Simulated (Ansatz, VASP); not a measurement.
# One calculation of Na, two programs

File INCAR:

```
  PREC = Accurate
  ENCUT = 520
  EDIFF = 1E-6
  ISMEAR = 0
  SIGMA = 0.1
  LREAL = False
  LASPH = True
  NELM = 100
  ALGO = Normal
  ISIF = 2
  LWAVE = False
  LCHARG = False
  GGA = PE
  IVDW = 12
  NBANDS = 10
```

Contents of KPOINTS:

```
Automatic mesh
0
Gamma
  6 6 6
```

POSCAR

```
Na
1.0
    0.0000000000      2.4940458128      2.4940458128
    2.4940458128      0.0000000000      2.4940458128
    2.4940458128      2.4940458128      0.0000000000
Na
1
Direct
    0.0000000000      0.0000000000      0.0000000000
```

Input for Ansatz:

```yaml
crystal:
  lattice:
    - [0.0, 2.4940458128, 2.4940458128]
    - [2.4940458128, 0.0, 2.4940458128]
    - [2.4940458128, 2.4940458128, 0.0]
  atoms:
    - { symbol: Na, position: [0.0, 0.0, 0.0] }
basis:
  ecutwfc: 420
kpoints:
  mp_grid: { grid: [6, 6, 6] }
hamiltonian:
  xc: pbe
  dispersion: d3bj
scf:
  occupations: { method: gaussian, width: 0.1 }
output:
  forces: true
  stress: true
  eigenvalues: true
```

Alike in both runs: task single point; functional PBE; dispersion D3(BJ); k mesh 6 × 6 × 6; occupations gaussian, width 0.1 eV; no spin polarisation.

|  | VASP | Ansatz |
| --- | --- | --- |
| version | VASP 6.6.1 | Ansatz 0.2.0 |
| potentials or method | VASP PAW PBE potentials, release 64 (Na_pv), cutoff 520 eV | scalar-relativistic, plane waves, PAW |
| valence electrons in the cell | 7 | 9 |

|  | VASP | Ansatz | Ansatz less VASP |
| --- | --- | --- | --- |
| gap on the k mesh at the Fermi level (eV) | none | none | - |
| pressure (GPa) | 1.0 | 1.0 | +0.05 |

A gap of «none» marks a metal or a gap that the smearing closes. VASP's potentials hold 7 valence electrons a cell and Ansatz's 9, so a difference there can come from the potentials and not from the codes.

The k mesh is coarse, so the values compare programs but aren't converged.
